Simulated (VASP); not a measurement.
Write the native input for VASP 6.6.1 that does the following.

| Quantity | Value |
| --- | --- |
| Task | single point |
| Functional | PBE |
| Potentials or basis | VASP PAW PBE potentials, release 64 (Ca_sv, I) |
| Cutoff | 520 eV |
| k mesh | 8 × 8 × 6 |
| Occupations | methfessel-paxton, width 0.1 eV |
| Spin | no spin polarisation |
| Dipole correction | no |
| Further INCAR settings | ALGO = Normal; EDIFF = 1e-06; NBANDS = 16 |

The structure of CaI lies in POSCAR:

```
CaI
1.0
    4.0621672673      0.0000000000      0.0000000000
   -2.0310836337      3.5179405721      0.0000000000
    0.0000000000      0.0000000000      4.4828103587
Ca I
1 1
Direct
    0.0000000000      0.0000000000      0.5000000000
    0.6666666667      0.3333333333      0.0000000000
```

These files were run (other wordings do the same):

INCAR

```
  ALGO = Normal
  EDIFF = 1E-6
  ENCUT = 520
  GGA = PE
  ISIF = 2
  ISMEAR = 1
  LASPH = True
  LCHARG = False
  LREAL = False
  LWAVE = False
  NBANDS = 16
  NELM = 80
  PREC = Accurate
  SIGMA = 0.1
```

KPOINTS

```
k-points
0
Gamma
  8 8 6
```

Potentials or basis: VASP PAW PBE potentials, release 64 (Ca_sv, I).

Launch:

```sh
$ cat potpaw_PBE.64/Ca_sv/POTCAR potpaw_PBE.64/I/POTCAR > POTCAR
$ mpirun -np 1 vasp_std > vasp.out
```

Results of the run:

| Item | Value |
| --- | --- |
| Pressure | 1.5 GPa |
| Band gap on the k mesh | zero (an odd number of electrons rules out a gap without spin polarisation) |

Caveat: spin-orbit coupling is left out, which moves the levels of the heavy elements; an odd number of electrons without spin polarisation forces a metal; a magnetic or distorted state may lie lower.

It took 33 s on 1 thread of Intel(R) Xeon(R) Platinum 8259CL CPU @ 2.50GHz (Skylake/Cascade Lake) (shared host), peak memory 0.19 GiB.
